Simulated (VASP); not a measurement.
# Os (Fd-3m) in VASP: further runs

Os is run at these levels: RPBE; tasks: single point.

Program: VASP 6.6.1. These are calculated values, not measurements. Logs are shortened: lines on timing, memory, paths and dates and some standing lists are left out, and cuts for length are marked.

### Step 1. The cell of the first run

It takes space group Fd-3m (No. 227, cubic). Conventional cell: a = 5.654 Å, b = 5.654 Å, c = 5.654 Å, α = 90.00°, β = 90.00°, γ = 90.00°. Os (site symmetry -43m) has 4 Os at 2.45 Å within 3.2 Å.

This isn't the form of Os at room conditions, which is hcp.

### Step 2. Single point, RPBE (22.59 Å³/atom)

INCAR

```
PREC = Accurate
ENCUT = 520
EDIFF = 1E-7
ISMEAR = -1
SIGMA = 0.1
LREAL = False
LASPH = True
NELM = 100
ALGO = Normal
ISIF = 2
LWAVE = False
LCHARG = False
GGA = RP
NBANDS = 15
```

KPOINTS

```
regular mesh
0
Gamma
  11 11 11
```

POSCAR

```
Os
1.0
    0.0000000000      2.8270267426      2.8270267426
    2.8270267426      0.0000000000      2.8270267426
    2.8270267426      2.8270267426      0.0000000000
Os
2
Direct
    0.1250000000      0.1250000000      0.1250000000
    0.8750000000      0.8750000000      0.8750000000
```

Potentials or basis: VASP PAW PBE potentials, release 64 (Os).

On the command line:

```console
> cat potpaw_PBE.64/Os/POTCAR > POTCAR
> mpirun -np 1 vasp_std > vasp.out
```

OUTCAR:

```text
PREC = Accurate
   ENCUT = 520
   EDIFF = 1E-7
   ISMEAR = -1
   LREAL = False
   LASPH = True
   NELM = 100
   ISIF = 2
   GGA = RP

 ion  position               nearest neighbor table
   1  0.125  0.125  0.125-   2 2.45   2 2.45   2 2.45   2 2.45
   2  0.875  0.875  0.875-   1 2.45   1 2.45   1 2.45   1 2.45

  LATTYP: Found a face centered cubic cell.
 ALAT       =     5.6540534852

  Lattice vectors:

 A1 = (   0.0000000000,   2.8270267426,   2.8270267426)
 A2 = (   2.8270267426,   0.0000000000,   2.8270267426)
 A3 = (   2.8270267426,   2.8270267426,   0.0000000000)

Analysis of symmetry for initial positions (statically):
=====================================================================
 Subroutine PRICEL returns:
 Original cell was already a primitive cell.

 Routine SETGRP: Setting up the symmetry group for a
 face centered cubic supercell.

 Subroutine GETGRP returns: Found 48 space group operations
 (whereof 12 operations were pure point group operations)
 out of a pool of 48 trial point group operations.

The static configuration has the point symmetry D_3d.
 The point group associated with its full space group is O_h .

Analysis of symmetry for dynamics (positions and initial velocities):
=====================================================================
 Subroutine PRICEL returns:
 Original cell was already a primitive cell.

 Routine SETGRP: Setting up the symmetry group for a
 face centered cubic supercell.

 Subroutine GETGRP returns: Found 48 space group operations
 (whereof 12 operations were pure point group operations)
 out of a pool of 48 trial point group operations.

The dynamic configuration has the point symmetry D_3d.
 The point group associated with its full space group is O_h .

 Subroutine INISYM returns: Found 48 space group operations
 (whereof 12 operations are pure point group operations),
 and found     1 'primitive' translations

----------------------------------------------------------------------------------------

                                     Primitive cell

  volume of cell :      45.1876

  direct lattice vectors                    reciprocal lattice vectors
     0.000000000  2.827026743  2.827026743    -0.176864263  0.176864263  0.176864263
     2.827026743  0.000000000  2.827026743     0.176864263 -0.176864263  0.176864263
     2.827026743  2.827026743  0.000000000     0.176864263  0.176864263 -0.176864263

  length of vectors
     3.998019561  3.998019561  3.998019561     0.306337889  0.306337889  0.306337889

  position of ions in fractional coordinates (direct lattice)
     0.125000000  0.125000000  0.125000000
     0.875000000  0.875000000  0.875000000

  ion indices of the primitive-cell ions
   primitive index   ion index
                 1           1
                 2           2

----------------------------------------------------------------------------------------

 KPOINTS: regular mesh

Automatic generation of k-mesh.
 Grid dimensions read from file:
 generate k-points for:   11   11   11

 Generating k-lattice:

  Cartesian coordinates                     Fractional coordinates (reciprocal lattice)
    -0.016078569  0.016078569  0.016078569     0.090909091  0.000000000  0.000000000
     0.016078569 -0.016078569  0.016078569     0.000000000  0.090909091  0.000000000
     0.016078569  0.016078569 -0.016078569     0.000000000  0.000000000  0.090909091

  Length of vectors
     0.027848899  0.027848899  0.027848899

  Shift w.r.t. Gamma in fractional coordinates (k-lattice)
     0.000000000  0.000000000  0.000000000

 Subroutine IBZKPT returns following result:
 ===========================================

 Found     56 irreducible k-points:

 Following reciprocal coordinates:
            Coordinates               Weight
  0.000000  0.000000  0.000000      1.000000
  0.090909  0.000000  0.000000      8.000000
  0.181818  0.000000  0.000000      8.000000
  0.272727  0.000000  0.000000      8.000000
  0.363636  0.000000  0.000000      8.000000
  0.454545  0.000000  0.000000      8.000000
[... 16 lines left out ...]
 -0.272727  0.181818  0.000000     24.000000
 -0.181818  0.181818  0.000000     12.000000
 [... further k-points ...]
   k-points           NKPTS =     56   k-points in BZ     NKDIM =     56   number of bands    NBANDS=     15
   number of dos      NEDOS =    301   number of ions     NIONS =      2
   total plane-waves  NPLWV =  27000
   dimension x,y,z NGX =    30 NGY =   30 NGZ =   30
   dimension x,y,z NGXF=    60 NGYF=   60 NGZF=   60
   ions per type =               2
   NGX,Y,Z   is equivalent  to a cutoff of  12.47, 12.47, 12.47 a.u.
   NGXF,Y,Z  is equivalent  to a cutoff of  24.95, 24.95, 24.95 a.u.
 SYSTEM =  unknown system
   PREC   = accura    normal or accurate (medium, high low for compatibility)
   ISTART =      0    job   : 0-new  1-cont  2-samecut
   ICHARG =      2    charge: 1-file 2-atom 10-const
   ISPIN  =      1    spin polarized calculation?
   LNONCOLLINEAR =      F non collinear calculations
   LSORBIT =      F    spin-orbit coupling
   LASPH  =      T    aspherical Exc in radial PAW
   ENCUT  =  520.0 eV  38.22 Ry    6.18 a.u.   7.43  7.43  7.43*2*pi/ulx,y,z
   NELM   =    100;   NELMIN=  2; NELMDL= -5     # of ELM steps
   EDIFF  = 0.1E-06   stopping-criterion for ELM
   LREAL  =      F    real-space projection
   EDIFFG = 0.1E-05   stopping-criterion for IOM
   NSW    =      0    number of steps for IOM
   IBRION =     -1    ionic relax: 0-MD 1-quasi-New 2-CG
   NFREE  =      0    steps in history (QN), initial steepest desc. (CG)
   ISIF   =      2    stress and relaxation
   ISYM   =      2    0-nonsym 1-usesym 2-fastsym
   POTIM  = 0.5000    time-step for ionic-motion
   TEBEG  =    0.0;   TEEND  =   0.0 temperature during run
   PSTRESS=    0.0 pullay stress
   NELECT =      16.0000    total number of electrons
   NUPDOWN=      -1.0000    fix difference up-down
   EMIN   =  10.00;   EMAX   =-10.00  energy-range for DOS
   EFERMI =   0.00;   METHOD = LEGACY
   ISMEAR =    -1;   SIGMA  =   0.10  broadening in eV -4-tet -1-fermi 0-gaus
   EFERMI_NEDOS =   21; number of points for ismear=-14 and -15
   IALGO  =     38    algorithm
   IMIX   =      4    mixing-type and parameters
     AMIX     =   0.40;   BMIX     =  1.00
     AMIX_MAG =   1.60;   BMIX_MAG =  1.00
  volume/ion in A,a.u.               =      22.59       152.47
  Fermi-wavevector in a.u.,A,eV,Ry     =   1.158177  2.188637 18.250499  1.341374
  Thomas-Fermi vector in A             =   2.294782
   LORBIT       =      0    0 simple, 1 ext, 2 COOP (PROOUT), +10 PAW based schemes
   GGA     = RP    functional components
   LHFCALC =     F    Hartree Fock is set to
   AEXX    =    0.0000 exact exchange contribution
   IVDW    =     0    specifies the selected vdW correction
   LEPSILON=     F    determine dielectric tensor
   LRPA    =     F    only Hartree local field effects (RPA)
 non-spin polarized calculation
  energy-cutoff  :      520.00
  volume of cell :       45.19
 maximum number of plane-waves:      1243
 NGX is ok and might be reduce to    30
   NGX = 15   NGY = 15   NGZ = 15

 number of electron      16.0000001 magnetization

 Free energy of the ion-electron system (eV)
  ---------------------------------------------------
  ext. energy  EPLUGINS =         0.00000000
  ---------------------------------------------------
  free energy    TOTEN  =       -18.82614983 eV

  energy without entropy =      -18.76339258  energy(sigma->0) =      -18.79477121

 E-fermi :   3.9595     XC(G=0): -10.8643

 val. band max:        3.9573465409   @ k =   0.4545   0.3636   0.0909
 cond. band min:       3.9698016748   @ k =   0.4545   0.2727   0.0909
 fundamental gap:      0.0124551339
 Fermi energy:         3.9594685131

 k-point     1 :       0.0000    0.0000    0.0000
  band No.  band energies     occupation
      1      -3.2567      2.00000
      2       0.0852      2.00000
      3       0.0852      2.00000
      4       0.5866      2.00000
      5       0.5866      2.00000
      6       0.5866      2.00000
      7       3.4433      1.98860
      8       3.4433      1.98860
      9       3.4433      1.98860
     10       6.2403      0.00000
     11       6.2403      0.00000
     12      15.0062      0.00000
     13      15.0601      0.00000
     14      16.5882      0.00000
     15      16.5882      0.00000

 k-point     2 :       0.0909    0.0000    0.0000
  band No.  band energies     occupation
      1      -3.1146      2.00000
      2      -0.0039      2.00000
      3      -0.0039      2.00000
      4       0.5685      2.00000
      5       0.7319      2.00000
      6       0.7319      2.00000
      7       3.2969      1.99735
      8       3.4228      1.99070
      9       3.4228      1.99070
     10       6.2293      0.00000
     11       6.2293      0.00000
     12      14.3515      0.00000
     13      14.9545      0.00000
     14      16.2486      0.00000
     15      16.3424      0.00000

 k-point     3 :       0.1818    0.0000    0.0000
  band No.  band energies     occupation
      1      -2.7088      2.00000
      2      -0.1003      2.00000
      3      -0.1003      2.00000
      4       0.5239      2.00000
      5       0.9466      2.00000
      6       0.9466      2.00000
      7       2.9402      1.99993
      8       3.4206      1.99090
      9       3.4206      1.99090
     10       6.1827      0.00000
     11       6.1827      0.00000
     12      12.3449      0.00000
     13      14.4269      0.00000
     14      15.4225      0.00000
     15      15.4225      0.00000

 k-point     4 :       0.2727    0.0000    0.0000
  band No.  band energies     occupation
      1      -2.1114      2.00000
      2      -0.0935      2.00000
      3      -0.0935      2.00000
      4       0.4657      2.00000
      5       1.0037      2.00000
      6       1.0037      2.00000
      7       2.5718      2.00000
      8       3.5674      1.96113
      9       3.5674      1.96113
     10       6.0694      0.00000
     11       6.0694      0.00000
     12      10.0769      0.00000
     13      14.0573      0.00000
     14      14.4358      0.00000
     15      14.4358      0.00000
[... 307 lines left out ...]
 k-point    22 :      -0.3636    0.1818    0.0000
  band No.  band energies     occupation
      1      -0.8098      2.00000
      2      -0.2004      2.00000
      3      -0.1263      2.00000
      4       0.3272      2.00000
      5       0.7174      2.00000
      6       1.4601      2.00000
      7       3.0374      1.99980
      8       3.3070      1.99707
      9       4.3504      0.03933
     10       5.3078      0.00000
     11       6.2549      0.00000
     12       7.1999      0.00000
     13      10.3759      0.00000
     14      12.3887      0.00000
     15      14.4979      0.00000

 k-point    23 :      -0.2727    0.1818    0.0000
  band No.  band energies     occupation
      1      -1.2922      2.00000
      2      -0.3050      2.00000
      3       0.0214      2.00000
      4       0.3547      2.00000
      5       0.6466      2.00000
      6       1.6480      2.00000
      7       2.8079      1.99998
      8       2.9868      1.99988
      9       4.5087      0.00820
     10       5.0130      0.00005
     11       6.4621      0.00000
     12       8.7618      0.00000
     13      10.5562      0.00000
     14      13.4531      0.00000
     15      14.5981      0.00000

 k-point    24 :      -0.1818    0.1818    0.0000
  band No.  band energies     occupation
      1      -1.8934      2.00000
      2      -0.3680      2.00000
      3       0.2105      2.00000
      4       0.2868      2.00000
      5       0.7424      2.00000
      6       1.5490      2.00000
      7       2.6695      2.00000
      8       2.9822      1.99989
      9       4.1465      0.26696
     10       5.3854      0.00000
     11       6.4964      0.00000
     12      10.6004      0.00000
     13      11.2532      0.00000
     14      14.6556      0.00000
     15      14.6937      0.00000

 [... further k-points ...]
[... 5 lines left out ...]
  --------------------------------------------------------------------------------------
  -------------------------------------------------------------------------------------
  Total       -2.2289863     -2.2289863     -2.2289863      0.0000000     -0.0000000      0.0000000
  in kB      -79.0311391    -79.0311391    -79.0311391      0.0000000     -0.0000000      0.0000000
  external PRESSURE =     -79.0311391 kB  Pullay stress =       0.0000000 kB

 VOLUME and BASIS-vectors are now :
 -----------------------------------------------------------------------------
  energy-cutoff  :      520.00
  volume of cell :       45.19
      direct lattice vectors                 reciprocal lattice vectors
     0.000000000  2.827026743  2.827026743    -0.176864263  0.176864263  0.176864263
     2.827026743  0.000000000  2.827026743     0.176864263 -0.176864263  0.176864263
     2.827026743  2.827026743  0.000000000     0.176864263  0.176864263 -0.176864263

 POSITION                                       TOTAL-FORCE (eV/Angst)
 -----------------------------------------------------------------------------------
      0.70676      0.70676      0.70676         0.000000      0.000000     -0.000000
      4.94730      4.94730      4.94730        -0.000000     -0.000000      0.000000
 -----------------------------------------------------------------------------------
    total drift:                               -0.000000      0.000000      0.000000

  FREE ENERGIE OF THE ION-ELECTRON SYSTEM (eV)
  ---------------------------------------------------
  free  energy   TOTEN  =       -18.8261498335 eV

  energy  without entropy=      -18.7633925831  energy(sigma->0) =      -18.79477121
```

It took 18 s on 1 thread of Intel Xeon 6975P-C (Granite Rapids), shared host; peak memory 0.18 GiB.

Results:

| Property | Result |
| --- | --- |
| Free energy | -18.8261 eV |
| Pressure | -7.9 GPa |
| Band gap on the k mesh | zero (bands 8 and 9 overlap by 0.94 eV) |

Caveat: the cell stands under tension; the PAW data sets were made with another functional, which shifts forces and pressure a little; spin-orbit coupling is left out, which moves the levels of the heavy elements.

### Step 3. Single point, RPBE (23.46 Å³/atom)

This run uses another cell than the first one, of 23.46 Å³/atom.

INCAR

```
SYSTEM = Os
ALGO = Normal
EDIFF = 1E-6
ENCUT = 520
GGA = RP
ISIF = 2
ISMEAR = -1
LASPH = .True.
LCHARG = .False.
LREAL = .False.
LWAVE = .False.
NBANDS = 15
NELM = 100
PREC = Accurate
SIGMA = 0.1
```

KPOINTS

```
k-points
0
Gamma
  11 11 11
  0 0 0
```

POSCAR

```
Os
1.0
    0.0000000000      2.8628156905      2.8628156905
    2.8628156905      0.0000000000      2.8628156905
    2.8628156905      2.8628156905      0.0000000000
Os
2
Direct
    0.1250000000      0.1250000000      0.1250000000
    0.8750000000      0.8750000000      0.8750000000
```

Potentials or basis: VASP PAW PBE potentials, release 64 (Os).

On the command line:

```console
> cat potpaw_PBE.64/Os/POTCAR > POTCAR
> mpirun -np 1 vasp_std > vasp.out
```

Run time: 17 s. Hardware: 1 thread of Intel Xeon 6975P-C (Granite Rapids), shared host; peak memory 0.18 GiB.

Results (log left out):

```
Free energy            : -18.7106 eV
Pressure               : -13.4 GPa
Band gap on the k mesh : zero (bands 8 and 9 overlap by 0.89 eV)
```

Levels at points of the mesh, in eV from the Fermi level:
| k point | band 4 | band 5 | band 6 | band 7 | band 8 | band 9 | band 10 | band 11 | band 12 | band 13 |
| --- | --- | --- | --- | --- | --- | --- | --- | --- | --- | --- |
| (0.00, 0.00, 0.00) | -3.24 | -3.24 | -3.24 | -0.49 | -0.49 | -0.49 | 2.13 | 2.13 | 10.85 | 10.93 |

Caveat: the cell stands under tension; the PAW data sets were made with another functional, which shifts forces and pressure a little; spin-orbit coupling is left out, which moves the levels of the heavy elements.

(Continued in part 2 of 2.)
